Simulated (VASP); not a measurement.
# ReS2 in VASP: further runs

Runs on ReS2. Level: LDA. Tasks: single point.

Everything below comes from runs of VASP 6.6.1. Logs are shortened: lines on timing, memory, paths and dates and some standing lists are left out, and cuts for length are marked.

## (1) The cell of the first run

The cell holds a sheet with vacuum, 24 atoms: a = 6.295 Å, b = 6.399 Å, c = 23.000 Å, α = 90.00°, β = 90.00°, γ = 61.24°.

## (2) Single point, LDA

INCAR reads:

```
  PREC = Accurate
  ENCUT = 520
  EDIFF = 1E-6
  ISMEAR = 0
  SIGMA = 0.01
  LREAL = Auto
  LASPH = True
  NELM = 100
  ALGO = Normal
  ISIF = 2
  LWAVE = False
  LCHARG = True
  LELF = True
  LVHAR = True
  NBANDS = 94
  LUSENCCL = False
```

KPOINTS reads:

```
Automatic mesh
0
Gamma
  4 4 1
```

POSCAR reads:

```
ReS2
1.0
    6.2947833870     -0.0068853449      0.0000000000
    3.0850898013      5.6056414112      0.0000000000
    0.0000000000      0.0000000000     23.0000000000
Re S
8 16
Direct
    0.0249682396      0.3952482221      0.3672545962
    0.1476678057      0.7697501180      0.3717468145
    0.5982520697      0.3681630236      0.3688594974
    0.5741957105      0.7969395654      0.3701382627
    0.3857664926      0.1953776717      0.6282532419
    0.5084660404      0.5698796568      0.6327454119
    0.9592386242      0.1681882676      0.6298617357
    0.9351822263      0.5969647867      0.6311404438
    0.7699609178      0.9866029986      0.3185078995
    0.2313034006      1.0182394443      0.3112593105
   -0.0586882740      1.1466195415      0.4276093906
   -0.0982598674      0.6890117552      0.4372315457
    0.4026013266      1.1783841851      0.4205468756
    0.7311511162      0.5244455803      0.2941436960
    0.4411078490      0.6407799569      0.4448964174
    0.2705391354      0.4769801399      0.3018246388
    1.1308329014      0.7867436602      0.5794531042
    0.5921224134      0.8185084003      0.5723906173
    0.3021308007      0.9468884151      0.6887407461
    0.2628951471      0.4881482085      0.6981753177
    0.7634733326      0.9785246990      0.6814921120
    1.0923265866      0.3243478144      0.5551035678
    0.8022832427      0.4406822355      0.7058562694
    0.6316941445      0.2761158850      0.5627684872
```

Potentials or basis: VASP PAW LDA potentials, release 64 (Re, S).

The run is started by

```
> cat potpaw_LDA.64/Re/POTCAR potpaw_LDA.64/S/POTCAR > POTCAR
> mpirun -np 1 vasp_std > vasp.out
```

OUTCAR:

```text
PREC = Accurate
   ENCUT = 520
   EDIFF = 1E-6
   ISMEAR = 0
   LREAL = Auto
   LASPH = True
   NELM = 100
   ISIF = 2

 ion  position               nearest neighbor table
   1  0.025  0.395  0.367-  12 2.31  14 2.34  11 2.35  16 2.39  13 2.43  10 2.48   4 2.76   3 2.77
                             2 2.85
   2  0.148  0.770  0.372-  16 2.30  15 2.34  10 2.36  12 2.39   9 2.43  11 2.48   3 2.76   4 2.77
                             1 2.85
   3  0.598  0.368  0.369-  15 2.33  14 2.34  11 2.36  16 2.39  13 2.42   9 2.44   4 2.67   2 2.76
                             1 2.77
   4  0.574  0.797  0.370-  14 2.33  15 2.34  10 2.36  12 2.40   9 2.42  13 2.44   3 2.67   1 2.76
                             2 2.77
   5  0.386  0.195  0.628-  20 2.30  22 2.34  19 2.36  24 2.39  21 2.43  18 2.48   8 2.76   7 2.77
                             6 2.85
   6  0.508  0.570  0.633-  24 2.31  23 2.34  18 2.35  20 2.39  17 2.43  19 2.48   7 2.76   8 2.77
                             5 2.85
   7  0.959  0.168  0.630-  23 2.33  22 2.34  19 2.36  24 2.40  21 2.42  17 2.44   8 2.67   6 2.76
                             5 2.77
   8  0.935  0.597  0.631-  22 2.33  23 2.34  18 2.36  20 2.39  17 2.42  21 2.44   7 2.67   5 2.76
                             6 2.77
   9  0.770  0.987  0.319-   4 2.42   2 2.43   3 2.44
  10  0.231  0.018  0.311-   2 2.36   4 2.36   1 2.48
  11  0.941  0.147  0.428-   1 2.35   3 2.36   2 2.48
  12  0.902  0.689  0.437-   1 2.31   2 2.39   4 2.40
  13  0.403  0.178  0.421-   3 2.42   1 2.43   4 2.44
  14  0.731  0.524  0.294-   4 2.33   3 2.34   1 2.34
[... 8 lines left out ...]
  23  0.802  0.441  0.706-   7 2.33   8 2.34   6 2.34
  24  0.632  0.276  0.563-   6 2.31   5 2.39   7 2.40

  LATTYP: Found a simple monoclinic cell.
 ALAT       =     6.2947871527
 B/A-ratio  =     3.6538169508
 C/A-ratio  =     1.0164783788
 COS(beta)  =    -0.4811985892

  Lattice vectors:

 A1 = (   6.2947833870,  -0.0068853449,   0.0000000000)
 A2 = (   0.0000000000,   0.0000000000,  23.0000000000)
 A3 = (  -3.0850898013,  -5.6056414112,   0.0000000000)

Analysis of symmetry for initial positions (statically):
=====================================================================
 Subroutine PRICEL returns:
 Original cell was already a primitive cell.

 Routine SETGRP: Setting up the symmetry group for a
 simple monoclinic supercell.

 Subroutine GETGRP returns: Found  2 space group operations
 (whereof  1 operations were pure point group operations)
 out of a pool of  4 trial point group operations.

The static configuration has the point symmetry C_1 .
 The point group associated with its full space group is S_2 .

Analysis of symmetry for dynamics (positions and initial velocities):
=====================================================================
 Subroutine PRICEL returns:
 Original cell was already a primitive cell.

 Routine SETGRP: Setting up the symmetry group for a
 simple monoclinic supercell.

 Subroutine GETGRP returns: Found  2 space group operations
 (whereof  1 operations were pure point group operations)
 out of a pool of  4 trial point group operations.

The dynamic configuration has the point symmetry C_1 .
 The point group associated with its full space group is S_2 .

 Subroutine INISYM returns: Found  2 space group operations
 (whereof  1 operations are pure point group operations),
 and found     1 'primitive' translations

----------------------------------------------------------------------------------------

                                     Primitive cell

  volume of cell :     812.0734

  direct lattice vectors                    reciprocal lattice vectors
     6.294783387 -0.006885345  0.000000000     0.158766126 -0.087377647  0.000000000
     3.085089801  5.605641411  0.000000000     0.000195011  0.178284393 -0.000000000
     0.000000000  0.000000000 23.000000000    -0.000000000  0.000000000  0.043478261

  length of vectors
     6.294787153  6.398515040 23.000000000     0.181222339  0.178284499  0.043478261

  position of ions in fractional coordinates (direct lattice)
     0.024968240  0.395248222  0.367254596
     0.147667806  0.769750118  0.371746814
     0.598252070  0.368163024  0.368859497
     0.574195710  0.796939565  0.370138263
     0.385766493  0.195377672  0.628253242
     0.508466040  0.569879657  0.632745412
[... 16 lines left out ...]
     0.802283243  0.440682235  0.705856269
     0.631694145  0.276115885  0.562768487

  ion indices of the primitive-cell ions
   primitive index   ion index
                 1           1
                 2           2
                 3           3
                 4           4
                 5           5
                 6           6
[... 16 lines left out ...]
                23          23
                24          24

----------------------------------------------------------------------------------------

 KPOINTS: Automatic mesh

Automatic generation of k-mesh.
 Grid dimensions read from file:
 generate k-points for:    4    4    1

 Generating k-lattice:

  Cartesian coordinates                     Fractional coordinates (reciprocal lattice)
     0.039691532 -0.021844412  0.000000000     0.250000000  0.000000000  0.000000000
     0.000048753  0.044571098 -0.000000000     0.000000000  0.250000000  0.000000000
    -0.000000000  0.000000000  0.043478261     0.000000000  0.000000000  1.000000000

  Length of vectors
     0.045305585  0.044571125  0.043478261

  Shift w.r.t. Gamma in fractional coordinates (k-lattice)
     0.000000000  0.000000000  0.000000000

 Subroutine IBZKPT returns following result:
 ===========================================

 Found     10 irreducible k-points:

 Following reciprocal coordinates:
            Coordinates               Weight
  0.000000  0.000000  0.000000      1.000000
  0.250000  0.000000  0.000000      2.000000
  0.500000  0.000000  0.000000      1.000000
  0.000000  0.250000  0.000000      2.000000
  0.250000  0.250000  0.000000      2.000000
  0.500000  0.250000  0.000000      2.000000
 -0.250000  0.250000  0.000000      2.000000
  0.000000  0.500000  0.000000      1.000000
  0.250000  0.500000  0.000000      2.000000
  0.500000  0.500000  0.000000      1.000000
   k-points           NKPTS =     10   k-points in BZ     NKDIM =     10   number of bands    NBANDS=     94
   number of dos      NEDOS =    301   number of ions     NIONS =     24
   total plane-waves  NPLWV = 414720
   dimension x,y,z NGX =    48 NGY =   48 NGZ =  180
   dimension x,y,z NGXF=    96 NGYF=   96 NGZF=  360
   ions per type =               8  16
   NGX,Y,Z   is equivalent  to a cutoff of  12.68, 12.47, 13.01 a.u.
   NGXF,Y,Z  is equivalent  to a cutoff of  25.35, 24.94, 26.02 a.u.
 SYSTEM =  unknown system
   PREC   = accura    normal or accurate (medium, high low for compatibility)
   ISTART =      0    job   : 0-new  1-cont  2-samecut
   ICHARG =      2    charge: 1-file 2-atom 10-const
   ISPIN  =      1    spin polarized calculation?
   LNONCOLLINEAR =      F non collinear calculations
   LSORBIT =      F    spin-orbit coupling
   LASPH  =      T    aspherical Exc in radial PAW
   ENCUT  =  520.0 eV  38.22 Ry    6.18 a.u.  11.70 11.90 42.76*2*pi/ulx,y,z
   NELM   =    100;   NELMIN=  2; NELMDL= -5     # of ELM steps
   EDIFF  = 0.1E-05   stopping-criterion for ELM
   LREAL  =      T    real-space projection
   EDIFFG = 0.1E-04   stopping-criterion for IOM
   NSW    =      0    number of steps for IOM
[... 5 lines left out ...]
   TEBEG  =    0.0;   TEEND  =   0.0 temperature during run
   PSTRESS=    0.0 pullay stress
   NELECT =     152.0000    total number of electrons
   NUPDOWN=      -1.0000    fix difference up-down
   EMIN   =  10.00;   EMAX   =-10.00  energy-range for DOS
   EFERMI =   0.00;   METHOD = LEGACY
   ISMEAR =     0;   SIGMA  =   0.01  broadening in eV -4-tet -1-fermi 0-gaus
   EFERMI_NEDOS =   21; number of points for ismear=-14 and -15
   IALGO  =     38    algorithm
   IMIX   =      4    mixing-type and parameters
     AMIX     =   0.40;   BMIX     =  1.00
     AMIX_MAG =   1.60;   BMIX_MAG =  1.00
  volume/ion in A,a.u.               =      33.84       228.34
  Fermi-wavevector in a.u.,A,eV,Ry     =   0.936464  1.769660 11.931822  0.876964
  Thomas-Fermi vector in A             =   2.063476
   LORBIT       =      0    0 simple, 1 ext, 2 COOP (PROOUT), +10 PAW based schemes
   GGA     = CA    functional components
   LHFCALC =     F    Hartree Fock is set to
   AEXX    =    0.0000 exact exchange contribution
   IVDW    =     0    specifies the selected vdW correction
   LEPSILON=     F    determine dielectric tensor
   LRPA    =     F    only Hartree local field effects (RPA)
 non-spin polarized calculation
 Gauss-broadening in eV      SIGMA  =   0.01
  energy-cutoff  :      520.00
  volume of cell :      812.07
 maximum number of plane-waves:     21898
 NGX is ok and might be reduce to    48
   NGX = 23   NGY = 23   NGZ = 85

 number of electron     151.9999998 magnetization

 Free energy of the ion-electron system (eV)
  ---------------------------------------------------
  ext. energy  EPLUGINS =         0.00000000
  ---------------------------------------------------
  free energy    TOTEN  =      -200.07162552 eV

  energy without entropy =     -200.07162552  energy(sigma->0) =     -200.07162552

 E-fermi :   0.2178     XC(G=0):  -6.2161

 val. band max:        0.1342596006   @ k =   0.0000   0.0000   0.0000
 cond. band min:       1.4670096835   @ k =   0.0000   0.0000   0.0000
 fundamental gap:      1.3327500829
 Fermi energy:         0.2177563318

 k-point     1 :       0.0000    0.0000    0.0000
  band No.  band energies     occupation
      1     -14.9733      2.00000
      2     -14.8663      2.00000
      3     -13.4709      2.00000
      4     -13.3538      2.00000
      5     -13.0454      2.00000
      6     -12.9915      2.00000
[... 80 lines left out ...]
     87       2.6535      0.00000
     88       2.7397      0.00000

 k-point     2 :       0.2500    0.0000    0.0000
  band No.  band energies     occupation
      1     -14.7059      2.00000
      2     -14.5975      2.00000
      3     -13.3971      2.00000
      4     -13.2863      2.00000
      5     -13.2491      2.00000
      6     -13.1697      2.00000
[... 725 lines left out ...]
      4     -13.8135      2.00000
      5     -13.2428      2.00000
      6     -13.1593      2.00000
[... 80 lines left out ...]
     87       2.5638      0.00000
     88       2.6976      0.00000
 [bands above 88 left out]

------------------------ aborting loop because EDIFF is reached ----------------------------------------

  FORCE on cell =-STRESS in cart. coord.  units (eV):
  Direction    XX          YY          ZZ          XY          YZ          ZX
  --------------------------------------------------------------------------------------
  -------------------------------------------------------------------------------------
  Total        2.6794976      2.7473277      2.5318478     -0.0540201     -0.0587519      0.0123133
  in kB        5.2865051      5.4203302      4.9952000     -0.1065787     -0.1159143      0.0242934
  external PRESSURE =       5.2340118 kB  Pullay stress =       0.0000000 kB

 VOLUME and BASIS-vectors are now :
 -----------------------------------------------------------------------------
  energy-cutoff  :      520.00
  volume of cell :      812.07
      direct lattice vectors                 reciprocal lattice vectors
     6.294783387 -0.006885345  0.000000000     0.158766126 -0.087377647  0.000000000
     3.085089801  5.605641411  0.000000000     0.000195011  0.178284393 -0.000000000
     0.000000000  0.000000000 23.000000000    -0.000000000  0.000000000  0.043478261

 POSITION                                       TOTAL-FORCE (eV/Angst)
 -----------------------------------------------------------------------------------
      1.37655      2.21545      8.44686         0.022835     -0.021412     -0.016439
      3.30429      4.31393      8.55018        -0.021325      0.019758      0.015723
      4.90168      2.05967      8.48377        -0.015249     -0.040497     -0.013132
      6.07307      4.46340      8.51318         0.011711      0.041221      0.008052
      3.03107      1.09256     14.44982         0.021325     -0.019758     -0.015723
      4.95881      3.19104     14.55314        -0.022835      0.021412      0.016439
[... 16 lines left out ...]
      6.40974      2.46478     16.23469        -0.000682      0.001119      0.166367
      4.82822      1.54346     12.94368        -0.003598     -0.033997     -0.128900
 -----------------------------------------------------------------------------------
    total drift:                                0.001247     -0.000868     -0.000058

  FREE ENERGIE OF THE ION-ELECTRON SYSTEM (eV)
  ---------------------------------------------------
  free  energy   TOTEN  =      -200.0716255225 eV

  energy  without entropy=     -200.0716255225  energy(sigma->0) =     -200.07162552
```

It took 2.6 min on 1 × NVIDIA H100 80GB with 1 thread of AMD EPYC 7R13 (Zen 3), shared host; peak memory 1.9 GiB.

What came out:

- Free energy: -200.0716 eV
- Largest force: 0.166 eV/Å
- Band gap on the k mesh: 1.33 eV

Forces in eV/Å, atoms in the order of the input:
```
Re   0.023 -0.021 -0.016
Re  -0.021  0.020  0.016
Re  -0.015 -0.040 -0.013
Re   0.012  0.041  0.008
Re   0.021 -0.020 -0.016
Re  -0.023  0.021  0.016
Re  -0.012 -0.041 -0.008
Re   0.015  0.040  0.013
S    0.006  0.008 -0.070
S   -0.005  0.047 -0.089
S    0.004 -0.046  0.090
S    0.004  0.034  0.129
S   -0.005 -0.009  0.069
S    0.001 -0.001 -0.166
S   -0.002  0.001  0.165
S   -0.002 -0.035 -0.130
S    0.005  0.009 -0.069
S   -0.004  0.046 -0.090
S    0.005 -0.047  0.089
S    0.002  0.035  0.130
S   -0.006 -0.008  0.070
S    0.002 -0.001 -0.165
S   -0.001  0.001  0.166
S   -0.004 -0.034 -0.129
```

Caveat: spin-orbit coupling is left out, which moves the levels of the heavy elements.

## (3) Single point, LDA

INCAR reads:

```
ALGO = Normal
EDIFF = 1E-6
ENCUT = 520
ISIF = 2
ISMEAR = 0
LASPH = True
LCHARG = False
LREAL = Auto
LUSENCCL = False
LWAVE = False
NBANDS = 94
NELM = 100
PREC = Accurate
SIGMA = 0.01
```

KPOINTS reads:

```
k-points
0
Gamma
  4 4 1
```

POSCAR reads:

```
ReS2
1.0
    6.2947833870     -0.0068853449      0.0000000000
    3.0850898013      5.6056414112      0.0000000000
    0.0000000000      0.0000000000     23.0000000000
Re S
8 16
Direct
    0.0249682396      0.3952482221      0.3672545962
    0.1476678057      0.7697501180      0.3717468145
    0.5982520697      0.3681630236      0.3688594974
    0.5741957105      0.7969395654      0.3701382627
    0.3905294764      0.1953835220      0.6282532419
    0.5132290242      0.5698855072      0.6327454119
    0.9640016080      0.1681941179      0.6298617357
    0.9399452101      0.5969706371      0.6311404438
    0.7699609178      0.9866029986      0.3185078995
    0.2313034006      1.0182394443      0.3112593105
   -0.0586882740      1.1466195415      0.4276093906
   -0.0982598674      0.6890117552      0.4372315457
    0.4026013266      1.1783841851      0.4205468756
    0.7311511162      0.5244455803      0.2941436960
    0.4411078490      0.6407799569      0.4448964174
    0.2705391354      0.4769801399      0.3018246388
    1.1355958852      0.7867495105      0.5794531042
    0.5968853972      0.8185142506      0.5723906173
    0.3068937845      0.9468942654      0.6887407461
    0.2676581309      0.4881540588      0.6981753177
    0.7682363164      0.9785305494      0.6814921120
    1.0970895704      0.3243536647      0.5551035678
    0.8070462265      0.4406880858      0.7058562694
    0.6364571283      0.2761217353      0.5627684872
```

Potentials or basis: VASP PAW LDA potentials, release 64 (Re, S).

The run is started by

```
> cat potpaw_LDA.64/Re/POTCAR potpaw_LDA.64/S/POTCAR > POTCAR
> mpirun -np 1 vasp_std > vasp.out
```

Wall time 2.2 min (1 × NVIDIA H100 80GB with 1 thread of AMD EPYC 7R13 (Zen 3), shared host); peak memory 1.9 GiB.

The run converged. Its results:

| Quantity | Value |
| --- | --- |
| Free energy | -200.0713 eV |
| Largest force | 0.167 eV/Å |
| Band gap on the k mesh | 1.33 eV |

Forces on the atoms (eV/Å):
```
Re   0.022 -0.021 -0.015
Re  -0.020  0.020  0.014
Re  -0.013 -0.042 -0.010
Re   0.012  0.043  0.009
Re   0.020 -0.020 -0.014
Re  -0.022  0.021  0.015
Re  -0.012 -0.043 -0.009
Re   0.013  0.042  0.010
S    0.006  0.008 -0.069
S   -0.005  0.046 -0.089
S    0.008 -0.046  0.092
S    0.004  0.033  0.126
S   -0.002 -0.009  0.067
S    0.001 -0.001 -0.166
S    0.000  0.002  0.167
S   -0.002 -0.035 -0.130
S    0.002  0.009 -0.067
S   -0.008  0.046 -0.092
S    0.005 -0.046  0.089
S    0.002  0.035  0.130
S   -0.006 -0.008  0.069
S    0.000 -0.002 -0.167
S   -0.001  0.001  0.166
S   -0.004 -0.033 -0.126
```

Levels at points of the mesh, in eV from the valence-band top:
| k point | band 73 | band 74 | band 75 | band 76 | band 77 | band 78 | band 79 | band 80 |
| --- | --- | --- | --- | --- | --- | --- | --- | --- |
| (0.00, 0.00, 0.00) | -0.40 | -0.27 | -0.20 | 0.00 | 1.33 | 1.43 | 1.98 | 2.00 |
| (0.50, 0.00, 0.00) | -0.55 | -0.52 | -0.44 | -0.39 | 1.57 | 1.70 | 1.84 | 1.90 |
| (0.00, 0.50, 0.00) | -0.45 | -0.37 | -0.22 | -0.20 | 1.55 | 1.69 | 1.83 | 1.91 |
| (0.50, 0.50, 0.00) | -0.58 | -0.51 | -0.45 | -0.45 | 1.59 | 1.65 | 1.74 | 1.81 |

Caveat: spin-orbit coupling is left out, which moves the levels of the heavy elements.

(Part 1 of 2 ends here.)
